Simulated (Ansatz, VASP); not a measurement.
## SrI3: VASP beside Ansatz

```
Sr I
1.0
     5.35431    0.00000    0.00000
     0.00000    5.35431    0.00000
     0.00000    0.00000    5.35431
Sr I
1 3
Cartesian
  0.0000 0.0000 0.0000
  2.6772 2.6772 0.0000
  0.0000 2.6772 2.6772
  2.6772 0.0000 2.6772
```

Change from the starting cell: species swapped into the SmPb3 type (Pm-3m, No. 221).

Alike in both runs: functional PBE; k mesh 8 × 8 × 8; occupations gaussian, width 0.1 eV; no spin polarisation.

Ansatz relaxed the structure, and its values are those at the end. VASP's run is a single point on that final structure, the one shown.

|  | VASP | Ansatz |
| --- | --- | --- |
| version | VASP 6.6.1 | Ansatz 0.2.0 |
| potentials or method | VASP PAW PBE potentials, release 64 (Sr_sv, I), cutoff 520 eV | scalar-relativistic, plane waves, PAW |
| valence electrons in the cell | 31 | 61 |

```csv
,VASP,Ansatz,Ansatz less VASP
gap on the k mesh at the Fermi level (eV),none,none,-
pressure (GPa),0.1,0.0,-0.03
```

A gap of «none» marks a metal or a gap that the smearing closes. VASP's potentials hold 31 valence electrons a cell and Ansatz's 61, so a difference there can come from the potentials and not from the codes.

Neither program's run includes spin-orbit coupling.
